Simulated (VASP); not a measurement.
# Ti (Fd-3m) in VASP: notebook

Ti is run at these levels: r2SCAN; tasks: single point.

Program: VASP 6.6.1. These are calculated values, not measurements. Logs are shortened: lines on timing, memory, paths and dates and some standing lists are left out, and cuts for length are marked.

**1. The cell of the first run**

The structure is cubic, space group Fd-3m (No. 227). Conventional cell: a = 5.568 Å, b = 5.568 Å, c = 5.568 Å, α = 90.00°, β = 90.00°, γ = 90.00°. Ti (site symmetry -43m) has 4 Ti at 2.41 Å within 3.2 Å.

**2. Single point, r2SCAN**

Input file POSCAR:

```
Ti
1.0
    0.0000000000      2.7838202825      2.7838202825
    2.7838202825      0.0000000000      2.7838202825
    2.7838202825      2.7838202825      0.0000000000
Ti
2
Direct
    0.1250000000      0.1250000000      0.1250000000
    0.8750000000      0.8750000000      0.8750000000
```

Input file INCAR.step1:

```
  PREC = Accurate
  ENCUT = 520
  ISMEAR = -1
  SIGMA = 0.1
  LREAL = False
  LASPH = True
  NELM = 80
  NBANDS = 19
  GGA = PE
  ALGO = Normal
  EDIFF = 1E-4
  LWAVE = True
  LCHARG = False
```

Input file INCAR.step2:

```
  PREC = Accurate
  ENCUT = 520
  EDIFF = 1E-6
  ISMEAR = -1
  SIGMA = 0.1
  LREAL = False
  LASPH = True
  NELM = 80
  ALGO = Normal
  ISIF = 2
  LWAVE = False
  LCHARG = False
  METAGGA = R2SCAN
  LMIXTAU = True
  NBANDS = 19
  ISTART = 1
```

Input file KPOINTS:

```
Automatic mesh
0
Gamma
  10 10 10
```

Potentials or basis: VASP PAW PBE potentials, release 64 (Ti_sv).

The run is started by

```
$ cat potpaw_PBE.64/Ti_sv/POTCAR > POTCAR
$ cp INCAR.step1 INCAR
$ mpirun -np 1 vasp_std > vasp.out
$ cp INCAR.step2 INCAR
$ mpirun -np 1 vasp_std > vasp.out
```

OUTCAR:

```text
PREC = Accurate
   ENCUT = 520
   EDIFF = 1E-6
   ISMEAR = -1
   LREAL = False
   LASPH = True
   NELM = 80
   ISIF = 2
   METAGGA = R2SCAN
   ISTART = 1

 ion  position               nearest neighbor table
   1  0.125  0.125  0.125-   2 2.41   2 2.41   2 2.41   2 2.41
   2  0.875  0.875  0.875-   1 2.41   1 2.41   1 2.41   1 2.41

  LATTYP: Found a face centered cubic cell.
 ALAT       =     5.5676405650

  Lattice vectors:

 A1 = (   0.0000000000,   2.7838202825,   2.7838202825)
 A2 = (   2.7838202825,   0.0000000000,   2.7838202825)
 A3 = (   2.7838202825,   2.7838202825,   0.0000000000)

Analysis of symmetry for initial positions (statically):
=====================================================================
 Subroutine PRICEL returns:
 Original cell was already a primitive cell.

 Routine SETGRP: Setting up the symmetry group for a
 face centered cubic supercell.

 Subroutine GETGRP returns: Found 48 space group operations
 (whereof 12 operations were pure point group operations)
 out of a pool of 48 trial point group operations.

The static configuration has the point symmetry D_3d.
 The point group associated with its full space group is O_h .

Analysis of symmetry for dynamics (positions and initial velocities):
=====================================================================
 Subroutine PRICEL returns:
 Original cell was already a primitive cell.

 Routine SETGRP: Setting up the symmetry group for a
 face centered cubic supercell.

 Subroutine GETGRP returns: Found 48 space group operations
 (whereof 12 operations were pure point group operations)
 out of a pool of 48 trial point group operations.

The dynamic configuration has the point symmetry D_3d.
 The point group associated with its full space group is O_h .

 Subroutine INISYM returns: Found 48 space group operations
 (whereof 12 operations are pure point group operations),
 and found     1 'primitive' translations

----------------------------------------------------------------------------------------

                                     Primitive cell

  volume of cell :      43.1473

  direct lattice vectors                    reciprocal lattice vectors
     0.000000000  2.783820282  2.783820282    -0.179609296  0.179609296  0.179609296
     2.783820282  0.000000000  2.783820282     0.179609296 -0.179609296  0.179609296
     2.783820282  2.783820282  0.000000000     0.179609296  0.179609296 -0.179609296

  length of vectors
     3.936916399  3.936916399  3.936916399     0.311092425  0.311092425  0.311092425

  position of ions in fractional coordinates (direct lattice)
     0.125000000  0.125000000  0.125000000
     0.875000000  0.875000000  0.875000000

  ion indices of the primitive-cell ions
   primitive index   ion index
                 1           1
                 2           2

----------------------------------------------------------------------------------------

 KPOINTS: Automatic mesh

Automatic generation of k-mesh.
 Grid dimensions read from file:
 generate k-points for:   10   10   10

 Generating k-lattice:

  Cartesian coordinates                     Fractional coordinates (reciprocal lattice)
    -0.017960930  0.017960930  0.017960930     0.100000000  0.000000000  0.000000000
     0.017960930 -0.017960930  0.017960930     0.000000000  0.100000000  0.000000000
     0.017960930  0.017960930 -0.017960930     0.000000000  0.000000000  0.100000000

  Length of vectors
     0.031109243  0.031109243  0.031109243

  Shift w.r.t. Gamma in fractional coordinates (k-lattice)
     0.000000000  0.000000000  0.000000000

 Subroutine IBZKPT returns following result:
 ===========================================

 Found     47 irreducible k-points:

 Following reciprocal coordinates:
            Coordinates               Weight
  0.000000  0.000000  0.000000      1.000000
  0.100000  0.000000  0.000000      8.000000
  0.200000  0.000000  0.000000      8.000000
  0.300000  0.000000  0.000000      8.000000
  0.400000  0.000000  0.000000      8.000000
  0.500000  0.000000  0.000000      4.000000
[... 16 lines left out ...]
  0.300000  0.300000  0.000000      6.000000
  0.400000  0.300000  0.000000     24.000000
 [... further k-points ...]
   k-points           NKPTS =     47   k-points in BZ     NKDIM =     47   number of bands    NBANDS=     19
   number of dos      NEDOS =    301   number of ions     NIONS =      2
   total plane-waves  NPLWV =  27000
   dimension x,y,z NGX =    30 NGY =   30 NGZ =   30
   dimension x,y,z NGXF=    60 NGYF=   60 NGZF=   60
   ions per type =               2
   NGX,Y,Z   is equivalent  to a cutoff of  12.67, 12.67, 12.67 a.u.
   NGXF,Y,Z  is equivalent  to a cutoff of  25.34, 25.34, 25.34 a.u.
 SYSTEM =  unknown system
   PREC   = accura    normal or accurate (medium, high low for compatibility)
   ISTART =      1    job   : 0-new  1-cont  2-samecut
   ICHARG =      0    charge: 1-file 2-atom 10-const
   ISPIN  =      1    spin polarized calculation?
   LNONCOLLINEAR =      F non collinear calculations
   LSORBIT =      F    spin-orbit coupling
   LASPH  =      T    aspherical Exc in radial PAW
   ENCUT  =  520.0 eV  38.22 Ry    6.18 a.u.   7.32  7.32  7.32*2*pi/ulx,y,z
   NELM   =     80;   NELMIN=  2; NELMDL=  0     # of ELM steps
   EDIFF  = 0.1E-05   stopping-criterion for ELM
   LREAL  =      F    real-space projection
   EDIFFG = 0.1E-04   stopping-criterion for IOM
   NSW    =      0    number of steps for IOM
   IBRION =     -1    ionic relax: 0-MD 1-quasi-New 2-CG
   NFREE  =      0    steps in history (QN), initial steepest desc. (CG)
   ISIF   =      2    stress and relaxation
   ISYM   =      2    0-nonsym 1-usesym 2-fastsym
   POTIM  = 0.5000    time-step for ionic-motion
   TEBEG  =    0.0;   TEEND  =   0.0 temperature during run
   PSTRESS=    0.0 pullay stress
   NELECT =      24.0000    total number of electrons
   NUPDOWN=      -1.0000    fix difference up-down
   EMIN   =  10.00;   EMAX   =-10.00  energy-range for DOS
   EFERMI =   0.00;   METHOD = LEGACY
   ISMEAR =    -1;   SIGMA  =   0.10  broadening in eV -4-tet -1-fermi 0-gaus
   EFERMI_NEDOS =   21; number of points for ismear=-14 and -15
   IALGO  =     38    algorithm
   IMIX   =      4    mixing-type and parameters
     AMIX     =   0.40;   BMIX     =  1.00
     AMIX_MAG =   1.60;   BMIX_MAG =  1.00
  volume/ion in A,a.u.               =      21.57       145.59
  Fermi-wavevector in a.u.,A,eV,Ry     =   1.346359  2.544249 24.663025  1.812681
  Thomas-Fermi vector in A             =   2.474197
   LORBIT       =      0    0 simple, 1 ext, 2 COOP (PROOUT), +10 PAW based schemes
   METAGGA = R2SCAN    functional components
   LHFCALC =     F    Hartree Fock is set to
   AEXX    =    0.0000 exact exchange contribution
   IVDW    =     0    specifies the selected vdW correction
   LEPSILON=     F    determine dielectric tensor
   LRPA    =     F    only Hartree local field effects (RPA)
 non-spin polarized calculation
  energy-cutoff  :      520.00
  volume of cell :       43.15
 maximum number of plane-waves:      1211
 NGX is ok and might be reduce to    30
   NGX = 15   NGY = 15   NGZ = 15

 number of electron      23.9999995 magnetization

 Free energy of the ion-electron system (eV)
  ---------------------------------------------------
  ext. energy  EPLUGINS =         0.00000000
  ---------------------------------------------------
  free energy    TOTEN  =       -20.82189420 eV

  energy without entropy =      -20.63288533  energy(sigma->0) =      -20.72738976

 E-fermi :   5.9996     XC(G=0): -10.9539

 val. band max:        5.9990494176   @ k =   0.1000   0.0000   0.0000
 cond. band min:       6.0003379876   @ k =   0.4000   0.0000   0.0000
 fundamental gap:      0.0012885700
 Fermi energy:         5.9996061433

 k-point     1 :       0.0000    0.0000    0.0000
  band No.  band energies     occupation
      1     -53.1458      2.00000
      2     -52.5229      2.00000
      3     -28.5976      2.00000
      4     -28.5976      2.00000
      5     -28.5976      2.00000
      6     -27.7416      2.00000
[... 11 lines left out ...]
     18      10.2011      0.00000
     19      10.2011      0.00000

 k-point     2 :       0.1000    0.0000    0.0000
  band No.  band energies     occupation
      1     -53.1346      2.00000
      2     -52.5346      2.00000
      3     -28.6094      2.00000
      4     -28.6093      2.00000
      5     -28.5991      2.00000
      6     -27.7420      2.00000
[... 11 lines left out ...]
     18      10.1923      0.00000
     19      10.1923      0.00000

 k-point     3 :       0.2000    0.0000    0.0000
  band No.  band energies     occupation
      1     -53.1032      2.00000
      2     -52.5673      2.00000
      3     -28.6386      2.00000
      4     -28.6386      2.00000
      5     -28.6039      2.00000
      6     -27.7423      2.00000
[... 11 lines left out ...]
     18      10.1529      0.00000
     19      10.1529      0.00000

 k-point     4 :       0.3000    0.0000    0.0000
  band No.  band energies     occupation
      1     -53.0582      2.00000
      2     -52.6141      2.00000
      3     -28.6723      2.00000
      4     -28.6723      2.00000
      5     -28.6112      2.00000
      6     -27.7410      2.00000
[... 11 lines left out ...]
     18      10.0536      0.00000
     19      10.0536      0.00000

 k-point     5 :       0.4000    0.0000    0.0000
  band No.  band energies     occupation
      1     -53.0133      2.00000
      2     -52.6605      2.00000
      3     -28.6980      2.00000
      4     -28.6980      2.00000
      5     -28.6184      2.00000
      6     -27.7385      2.00000
[... 11 lines left out ...]
     18       9.8857      0.00000
     19       9.8857      0.00000
[... 334 lines left out ...]
      2     -52.6816      2.00000
      3     -28.7981      2.00000
      4     -28.7077      2.00000
      5     -28.4837      2.00000
      6     -27.8616      2.00000
[... 11 lines left out ...]
     18       9.1162      0.00000
     19      10.3408      0.00000

 k-point    22 :      -0.2000    0.2000    0.0000
  band No.  band energies     occupation
      1     -53.0401      2.00000
      2     -52.6328      2.00000
      3     -28.7559      2.00000
      4     -28.6735      2.00000
      5     -28.5280      2.00000
      6     -27.8176      2.00000
[... 11 lines left out ...]
     18       9.4510      0.00000
     19      10.3887      0.00000

 k-point    23 :       0.3000    0.3000    0.0000
  band No.  band energies     occupation
      1     -53.0197      2.00000
      2     -52.6539      2.00000
      3     -28.7528      2.00000
      4     -28.7528      2.00000
      5     -28.4268      2.00000
      6     -27.9300      2.00000
[... 11 lines left out ...]
     18       9.0921      0.00000
     19      10.3785      0.00000

 k-point    24 :       0.4000    0.3000    0.0000
  band No.  band energies     occupation
      1     -52.9753      2.00000
      2     -52.6994      2.00000
      3     -28.7867      2.00000
      4     -28.7768      2.00000
      5     -28.3765      2.00000
      6     -27.9811      2.00000
[... 11 lines left out ...]
     18       9.0821      0.00000
     19      10.3517      0.00000

 [... further k-points ...]

------------------------ aborting loop because EDIFF is reached ----------------------------------------

  FORCE on cell =-STRESS in cart. coord.  units (eV):
  Direction    XX          YY          ZZ          XY          YZ          ZX
  --------------------------------------------------------------------------------------
  -------------------------------------------------------------------------------------
  Total        0.0971696      0.0971696      0.0971696     -0.0000000      0.0000000     -0.0000000
  in kB        3.6081749      3.6081749      3.6081749     -0.0000000      0.0000000     -0.0000000
  external PRESSURE =       3.6081749 kB  Pullay stress =       0.0000000 kB

 VOLUME and BASIS-vectors are now :
 -----------------------------------------------------------------------------
  energy-cutoff  :      520.00
  volume of cell :       43.15
      direct lattice vectors                 reciprocal lattice vectors
     0.000000000  2.783820282  2.783820282    -0.179609296  0.179609296  0.179609296
     2.783820282  0.000000000  2.783820282     0.179609296 -0.179609296  0.179609296
     2.783820282  2.783820282  0.000000000     0.179609296  0.179609296 -0.179609296

 POSITION                                       TOTAL-FORCE (eV/Angst)
 -----------------------------------------------------------------------------------
      0.69596      0.69596      0.69596        -0.000000      0.000000      0.000000
      4.87169      4.87169      4.87169         0.000000     -0.000000     -0.000000
 -----------------------------------------------------------------------------------
    total drift:                               -0.000000      0.000000      0.000000

  FREE ENERGIE OF THE ION-ELECTRON SYSTEM (eV)
  ---------------------------------------------------
  free  energy   TOTEN  =       -20.8218941960 eV

  energy  without entropy=      -20.6328853286  energy(sigma->0) =      -20.72738976
```

Run time: 1.9 min. Hardware: 1 thread of Intel Xeon Platinum 8559C (Emerald Rapids), shared host; peak memory 0.18 GiB.

Results:

```yaml
Free_energy: -20.8219 eV
Pressure: 0.4 GPa
Band_gap_on_the_k_mesh: zero (band 12 reaches 6.12 eV, above the bottom of band 13 at 5.84 eV)
```

Caveat: the PAW data sets were made with another functional, which shifts forces and pressure a little.

**3. Single point, r2SCAN (volume scaled by 0.92)**

Input file POSCAR:

```
Ti
1.0
    0.0000000000      2.7075125010      2.7075125010
    2.7075125010      0.0000000000      2.7075125010
    2.7075125010      2.7075125010      0.0000000000
Ti
2
Direct
    0.1250000000      0.1250000000      0.1250000000
    0.8750000000      0.8750000000      0.8750000000
```

Input file INCAR.step1:

```
ALGO = Normal
EDIFF = 1E-4
ENCUT = 520
GGA = PE
ISMEAR = -1
LASPH = T
LCHARG = F
LREAL = F
LWAVE = T
NBANDS = 19
NELM = 60
PREC = Accurate
SIGMA = 0.1
```

Input file INCAR.step2:

```
ALGO = Normal
EDIFF = 1E-6
ENCUT = 520
ISIF = 2
ISMEAR = -1
ISTART = 1
LASPH = T
LCHARG = F
LMIXTAU = T
LREAL = F
LWAVE = F
METAGGA = R2SCAN
NBANDS = 19
NELM = 60
PREC = Accurate
SIGMA = 0.1
```

Input file KPOINTS:

```
k-points
0
Gamma
  11 11 11
```

Potentials or basis: VASP PAW PBE potentials, release 64 (Ti_sv).

The run is started by

```
$ cat potpaw_PBE.64/Ti_sv/POTCAR > POTCAR
$ cp INCAR.step1 INCAR
$ mpirun -np 1 vasp_std > vasp.out
$ cp INCAR.step2 INCAR
$ mpirun -np 1 vasp_std > vasp.out
```

OUTCAR:

```text
EDIFF = 1E-6
   ENCUT = 520
   ISIF = 2
   ISMEAR = -1
   ISTART = 1
   LASPH = T
   LREAL = F
   METAGGA = R2SCAN
   NELM = 60
   PREC = Accurate

 ion  position               nearest neighbor table
   1  0.125  0.125  0.125-   2 2.34   2 2.34   2 2.34   2 2.34
   2  0.875  0.875  0.875-   1 2.34   1 2.34   1 2.34   1 2.34

  LATTYP: Found a face centered cubic cell.
 ALAT       =     5.4150250020

  Lattice vectors:

 A1 = (   0.0000000000,   2.7075125010,   2.7075125010)
 A2 = (   2.7075125010,   0.0000000000,   2.7075125010)
 A3 = (   2.7075125010,   2.7075125010,   0.0000000000)

Analysis of symmetry for initial positions (statically):
=====================================================================
 Subroutine PRICEL returns:
 Original cell was already a primitive cell.

 Routine SETGRP: Setting up the symmetry group for a
 face centered cubic supercell.

 Subroutine GETGRP returns: Found 48 space group operations
 (whereof 12 operations were pure point group operations)
 out of a pool of 48 trial point group operations.

[... 159 lines left out ...]
  free energy    TOTEN  =       -20.78181611 eV

  energy without entropy =      -20.60644572  energy(sigma->0) =      -20.69413092

 E-fermi :   6.8092     XC(G=0): -11.3560

 val. band max:        6.8058059869   @ k =   0.1818   0.0909   0.0000
 cond. band min:       6.8092127976   @ k =   0.2727   0.1818   0.0000
 fundamental gap:      0.0034068107
 Fermi energy:         6.8091940347

 k-point     1 :       0.0000    0.0000    0.0000
  band No.  band energies     occupation
      1     -52.3471      2.00000
      2     -51.5323      2.00000
      3     -27.8265      2.00000
      4     -27.8265      2.00000
      5     -27.8265      2.00000
      6     -26.7809      2.00000
[... 505 lines left out ...]
      6     -26.8496      2.00000
[... 11 lines left out ...]
     18      10.6832      0.00000
     19      11.5650      0.00000

 [... further k-points ...]

------------------------ aborting loop because EDIFF is reached ----------------------------------------

  FORCE on cell =-STRESS in cart. coord.  units (eV):
  Direction    XX          YY          ZZ          XY          YZ          ZX
  --------------------------------------------------------------------------------------
  -------------------------------------------------------------------------------------
  Total        0.8522605      0.8522605      0.8522605     -0.0000000      0.0000000      0.0000000
  in kB       34.3986609     34.3986609     34.3986609     -0.0000000      0.0000000      0.0000000
  external PRESSURE =      34.3986609 kB  Pullay stress =       0.0000000 kB

 VOLUME and BASIS-vectors are now :
 -----------------------------------------------------------------------------
  energy-cutoff  :      520.00
  volume of cell :       39.70
      direct lattice vectors                 reciprocal lattice vectors
     0.000000000  2.707512501  2.707512501    -0.184671354  0.184671354  0.184671354
     2.707512501  0.000000000  2.707512501     0.184671354 -0.184671354  0.184671354
     2.707512501  2.707512501  0.000000000     0.184671354  0.184671354 -0.184671354

 POSITION                                       TOTAL-FORCE (eV/Angst)
 -----------------------------------------------------------------------------------
      0.67688      0.67688      0.67688        -0.000000      0.000000      0.000000
      4.73815      4.73815      4.73815         0.000000     -0.000000     -0.000000
 -----------------------------------------------------------------------------------
    total drift:                                0.000000     -0.000000     -0.000000

  FREE ENERGIE OF THE ION-ELECTRON SYSTEM (eV)
  ---------------------------------------------------
  free  energy   TOTEN  =       -20.7818161138 eV

  energy  without entropy=      -20.6064457215  energy(sigma->0) =      -20.69413092
```

OUTCAR.step1:

```text
EDIFF = 1E-4
   ENCUT = 520
   GGA = PE
   ISMEAR = -1
   LASPH = T
   LREAL = F
[... 748 lines left out ...]
 -----------------------------------------------------------------------------------
      0.67688      0.67688      0.67688         0.000000     -0.000000      0.000000
      4.73815      4.73815      4.73815        -0.000000      0.000000     -0.000000
 -----------------------------------------------------------------------------------
    total drift:                                0.000000     -0.000000     -0.000000

  FREE ENERGIE OF THE ION-ELECTRON SYSTEM (eV)
  ---------------------------------------------------
  free  energy   TOTEN  =       -10.9588961761 eV

  energy  without entropy=      -10.7767389639  energy(sigma->0) =      -10.86781757
```

It took 1.7 min on 1 thread of Intel Xeon Platinum 8559C (Emerald Rapids), shared host; peak memory 0.17 GiB.

What came out:

| Item | Value |
| --- | --- |
| Free energy | -20.7818 eV |
| Pressure | 3.4 GPa |
| Band gap on the k mesh | zero (band 12 reaches 7.04 eV, above the bottom of band 13 at 6.63 eV) |

Levels at points of the mesh, in eV from the Fermi level:
```tsv
k point	band 8	band 9	band 10	band 11	band 12	band 13	band 14	band 15	band 16	band 17
(0.00, 0.00, 0.00)	-33.59	-5.47	-1.01	-1.01	-0.18	-0.18	-0.18	1.97	1.97	1.97
```

Caveat: the PAW data sets were made with another functional, which shifts forces and pressure a little.

(Part 1 of 2 ends here.)
